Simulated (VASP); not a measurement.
# BN (P6_3/mmc) in VASP: phonons with r2SCAN

Aim: the phonons of BN with r2SCAN.

Everything below comes from runs of VASP 6.6.1. Logs are shortened: lines on timing, memory, paths and dates and some standing lists are left out, and cuts for length are marked.

## Step 1: The cell of the first run

The structure is hexagonal, space group P6_3/mmc (No. 194). Conventional cell: a = 2.501 Å, b = 2.501 Å, c = 6.872 Å, α = 90.00°, β = 90.00°, γ = 120.00°. Within 1.9 Å of B (site symmetry -6m2) lie 3 N at 1.44 Å. Within 1.9 Å of N (site symmetry -6m2) lie 3 B at 1.44 Å.

## Step 2: Phonons, r2SCAN

Input file INCAR:

```
SYSTEM = BN
PREC = Accurate ; ENCUT = 520
EDIFF = 1E-8 ; ISMEAR = 0
SIGMA = 0.01 ; LREAL = .False.
LASPH = .True. ; NELM = 100
ALGO = Normal ; ISIF = 2
LWAVE = .False. ; LCHARG = .False.
METAGGA = R2SCAN ; LMIXTAU = .True.
IBRION = 6 ; NFREE = 2
POTIM = 0.015 ; NSW = 1
```

Input file KPOINTS:

```
Automatic mesh
0
Gamma
  10 10 4
  0 0 0
```

Input file POSCAR:

```
BN
1.0
    2.5009401901      0.0000000000      0.0000000000
   -1.2504700951      2.1658777380      0.0000000000
    0.0000000000      0.0000000000      6.8721219754
B N
2 2
Direct
    0.3333333333      0.6666666667      0.2500000000
    0.6666666667      0.3333333333      0.7500000000
    0.3333333333      0.6666666667      0.7500000000
    0.6666666667      0.3333333333      0.2500000000
```

Potentials or basis: VASP PAW PBE potentials, release 64 (B, N).

Run with:

```sh
> cat potpaw_PBE.64/B/POTCAR potpaw_PBE.64/N/POTCAR > POTCAR
> mpirun -np 1 vasp_std > vasp.out
```

OUTCAR:

```text
SYSTEM = BN
   PREC = Accurate
   ENCUT = 520
   EDIFF = 1E-8
   ISMEAR = 0
   LREAL = .False.
   LASPH = .True.
   NELM = 100
   ISIF = 2
   METAGGA = R2SCAN
   IBRION = 6
   NFREE = 2
   POTIM = 0.015
   NSW = 1

 ion  position               nearest neighbor table
   1  0.333  0.667  0.250-   4 1.44   4 1.44   4 1.44
   2  0.667  0.333  0.750-   3 1.44   3 1.44   3 1.44
   3  0.333  0.667  0.750-   2 1.44   2 1.44   2 1.44
   4  0.667  0.333  0.250-   1 1.44   1 1.44   1 1.44

  LATTYP: Found a hexagonal cell.
 ALAT       =     2.5009401901
 C/A-ratio  =     2.7478154026

  Lattice vectors:

 A1 = (   2.5009401901,   0.0000000000,   0.0000000000)
 A2 = (  -1.2504700951,   2.1658777380,   0.0000000000)
 A3 = (   0.0000000000,   0.0000000000,   6.8721219754)

Analysis of symmetry for initial positions (statically):
=====================================================================
 Subroutine PRICEL returns:
 Original cell was already a primitive cell.

 Routine SETGRP: Setting up the symmetry group for a
 hexagonal supercell.

 Subroutine GETGRP returns: Found 24 space group operations
 (whereof 12 operations were pure point group operations)
 out of a pool of 24 trial point group operations.

The static configuration has the point symmetry D_3d.
 The point group associated with its full space group is D_6h.

Analysis of symmetry for dynamics (positions and initial velocities):
=====================================================================
 Subroutine PRICEL returns:
 Original cell was already a primitive cell.

 Routine SETGRP: Setting up the symmetry group for a
 hexagonal supercell.

 Subroutine GETGRP returns: Found 24 space group operations
 (whereof 12 operations were pure point group operations)
 out of a pool of 24 trial point group operations.

The dynamic configuration has the point symmetry D_3d.
 The point group associated with its full space group is D_6h.

 Subroutine INISYM returns: Found 24 space group operations
 (whereof 12 operations are pure point group operations),
 and found     1 'primitive' translations

----------------------------------------------------------------------------------------

                                     Primitive cell

  volume of cell :      37.2244

  direct lattice vectors                    reciprocal lattice vectors
     2.500940190  0.000000000  0.000000000     0.399849626  0.230853289  0.000000000
    -1.250470095  2.165877738  0.000000000     0.000000000  0.461706579  0.000000000
     0.000000000  0.000000000  6.872121975     0.000000000  0.000000000  0.145515461

  length of vectors
     2.500940190  2.500940190  6.872121975     0.461706579  0.461706579  0.145515461

  position of ions in fractional coordinates (direct lattice)
     0.333333333  0.666666667  0.250000000
     0.666666667  0.333333333  0.750000000
     0.333333333  0.666666667  0.750000000
     0.666666667  0.333333333  0.250000000

  ion indices of the primitive-cell ions
   primitive index   ion index
                 1           1
                 2           2
                 3           3
                 4           4

----------------------------------------------------------------------------------------

 KPOINTS: Automatic mesh

Automatic generation of k-mesh.
 Grid dimensions read from file:
[... 71 lines left out ...]
   ISIF   =      2    stress and relaxation
   ISYM   =      2    0-nonsym 1-usesym 2-fastsym
   POTIM  = 0.0150    time-step for ionic-motion
   TEBEG  =    0.0;   TEEND  =   0.0 temperature during run
   PSTRESS=    0.0 pullay stress
   NELECT =      16.0000    total number of electrons
   NUPDOWN=      -1.0000    fix difference up-down
   EMIN   =  10.00;   EMAX   =-10.00  energy-range for DOS
   EFERMI =   0.00;   METHOD = LEGACY
   ISMEAR =     0;   SIGMA  =   0.01  broadening in eV -4-tet -1-fermi 0-gaus
   EFERMI_NEDOS =   21; number of points for ismear=-14 and -15
   IALGO  =     38    algorithm
   IMIX   =      4    mixing-type and parameters
     AMIX     =   0.40;   BMIX     =  1.00
     AMIX_MAG =   1.60;   BMIX_MAG =  1.00
  volume/ion in A,a.u.               =       9.31        62.80
  Fermi-wavevector in a.u.,A,eV,Ry     =   1.235489  2.334735 20.768374  1.526432
  Thomas-Fermi vector in A             =   2.370136
   LORBIT       =      0    0 simple, 1 ext, 2 COOP (PROOUT), +10 PAW based schemes
   METAGGA = R2SCAN    functional components
   LHFCALC =     F    Hartree Fock is set to
   AEXX    =    0.0000 exact exchange contribution
   IVDW    =     0    specifies the selected vdW correction
   LEPSILON=     F    determine dielectric tensor
   LRPA    =     F    only Hartree local field effects (RPA)
 finite differences with symmetry
 non-spin polarized calculation
 Gauss-broadening in eV      SIGMA  =   0.01
  energy-cutoff  :      520.00
  volume of cell :       37.22
 maximum number of plane-waves:      1034
 NGX is ok and might be reduce to    20
   NGX =  9   NGY =  9   NGZ = 25

--------------------------------------- Ionic step        1  -------------------------------------------

 number of electron      16.0000000 magnetization

 Free energy of the ion-electron system (eV)
  ---------------------------------------------------
  ext. energy  EPLUGINS =         0.00000000
  ---------------------------------------------------
  free energy    TOTEN  =       -38.59610650 eV

  energy without entropy =      -38.59610650  energy(sigma->0) =      -38.59610650

------------------------ aborting loop because EDIFF is reached ----------------------------------------

  FORCE on cell =-STRESS in cart. coord.  units (eV):
  Direction    XX          YY          ZZ          XY          YZ          ZX
  --------------------------------------------------------------------------------------
  -------------------------------------------------------------------------------------
  Total        0.1604169      0.1604169     -0.0548900     -0.0000000      0.0000000      0.0000000
  in kB        6.9045057      6.9045057     -2.3625204     -0.0000000      0.0000000      0.0000000
  external PRESSURE =       3.8154970 kB  Pullay stress =       0.0000000 kB
[... 291 lines left out ...]
--------------------------------------- Ionic step        9  -------------------------------------------

 number of electron      15.9999999 magnetization

 Free energy of the ion-electron system (eV)
  ---------------------------------------------------
  ext. energy  EPLUGINS =         0.00000000
  ---------------------------------------------------
  free energy    TOTEN  =       -38.59447151 eV

  energy without entropy =      -38.59447151  energy(sigma->0) =      -38.59447151

 E-fermi :   1.8520     XC(G=0): -10.5143

 val. band max:        1.7738252749   @ k =   0.3000   0.3000   0.0000
 cond. band min:       6.6811146049   @ k =   0.5000   0.0000   0.0000
 fundamental gap:      4.9072893300
 Fermi energy:         1.8520246782

 k-point     1 :       0.0000    0.0000    0.0000
  band No.  band energies     occupation
      1     -17.0289      2.00000
      2     -16.8066      2.00000
      3      -4.4956      2.00000
      4      -2.6461      2.00000
      5       0.4073      2.00000
      6       0.4073      2.00000
      7       0.4347      2.00000
      8       0.4347      2.00000
      9       7.1517      0.00000
     10      12.3700      0.00000
     11      14.0985      0.00000
     12      14.0985      0.00000
[... 331 lines left out ...]
 k-point    24 :       0.4000    0.1000    0.2500
  band No.  band energies     occupation
      1     -13.7969      2.00000
      2     -13.7419      2.00000
      3      -7.1684      2.00000
      4      -7.1266      2.00000
      5      -3.0484      2.00000
      6      -3.0108      2.00000
      7       0.4228      2.00000
      8       1.0962      2.00000
      9       7.1552      0.00000
     10       7.9188      0.00000
     11      12.7548      0.00000
     12      13.3693      0.00000

 [... further k-points ...]
[... 5 lines left out ...]
  --------------------------------------------------------------------------------------
  -------------------------------------------------------------------------------------
  Total        0.1596719      0.1596719     -0.0583039     -0.0000000      0.0000000      0.0000000
  in kB        6.8724394      6.8724394     -2.5094581     -0.0000000      0.0000000      0.0000000
  external PRESSURE =       3.7451402 kB  Pullay stress =       0.0000000 kB
[... 19 lines left out ...]
  FREE ENERGIE OF THE ION-ELECTRON SYSTEM (eV)
  ---------------------------------------------------
  free  energy   TOTEN  =       -38.5944715097 eV

  energy  without entropy=      -38.5944715097  energy(sigma->0) =      -38.59447151

 INTERNAL STRAIN TENSORS FROM DISPLACED ATOMS
 ============================================

 INTERNAL STRAIN TENSOR FOR ION    1 for displacements in x,y,z  (eV/Angst):
          X           Y           Z          XY          YZ          ZX
  --------------------------------------------------------------------------------
  x     0.00000    -0.00000    -0.00000   -12.03037     0.00000     0.00000
  y   -12.03037    12.03037     0.00000    -0.00000     0.00000     0.00000
  z    -0.00000    -0.00000     0.00000    -0.00000     0.00000    -0.00000

 INTERNAL STRAIN TENSOR FOR ION    4 for displacements in x,y,z  (eV/Angst):
          X           Y           Z          XY          YZ          ZX
  --------------------------------------------------------------------------------
  x    -0.00000     0.00000     0.00000    12.16446     0.00000     0.00000
  y    12.16446   -12.16446     0.00000     0.00000     0.00000     0.00000
  z     0.00000     0.00000    -0.00000    -0.00000     0.00000     0.00000

 Eigenvectors and eigenvalues of the dynamical matrix
 ----------------------------------------------------

   1 f  =   40.926050 THz   257.145956 2PiTHz 1365.146085 cm-1   169.256467 meV
             X         Y         Z           dx          dy          dz
     -0.000000  1.443918  1.718030    -0.268790    0.457921   -0.000000
      1.250470  0.721959  5.154091     0.268790   -0.457921    0.000000
     -0.000000  1.443918  5.154091    -0.236387    0.402718   -0.000000
      1.250470  0.721959  1.718030     0.236387   -0.402718    0.000000
[... 71 lines left out ...]
  12 f/i=    0.003806 THz     0.023916 2PiTHz    0.126966 cm-1     0.015742 meV
             X         Y         Z           dx          dy          dz
     -0.000000  1.443918  1.718030    -0.000000    0.000000    0.466840
      1.250470  0.721959  5.154091    -0.000000    0.000000    0.466840
     -0.000000  1.443918  5.154091    -0.000000    0.000000    0.531094
      1.250470  0.721959  1.718030    -0.000000    0.000000    0.531094

 ELASTIC MODULI CONTR FROM IONIC RELAXATION (kBar)
 Direction    XX          YY          ZZ          XY          YZ          ZX
 --------------------------------------------------------------------------------
 XX        -310.5765    310.5765     -0.0000      0.0000      0.0000      0.0000
 YY         310.5765   -310.5765      0.0000      0.0000      0.0000     -0.0000
 ZZ          -0.0000      0.0000     -0.0000     -0.0000      0.0000     -0.0000
 XY           0.0000      0.0000     -0.0000   -310.5765      0.0000     -0.0000
 YZ           0.0000      0.0000      0.0000      0.0000      0.0000      0.0000
 ZX           0.0000     -0.0000     -0.0000     -0.0000      0.0000     -0.0000
 --------------------------------------------------------------------------------
```

It took 11 min on 1 thread of Intel Xeon 6975P-C (Granite Rapids), shared host; peak memory 0.26 GiB.

Results:

- Highest phonon frequency at Γ, LO-TO splitting left out: 1365 cm⁻¹

Phonon frequencies in cm⁻¹ (negative: imaginary):
```
              q point                                 frequencies
(0.000, 0.000, 0.000)  0 0 0 39 39 95 774 825 1365 1365 1365 1365
```

Caveat: the PAW data sets were made with another functional, which shifts forces and pressure a little.
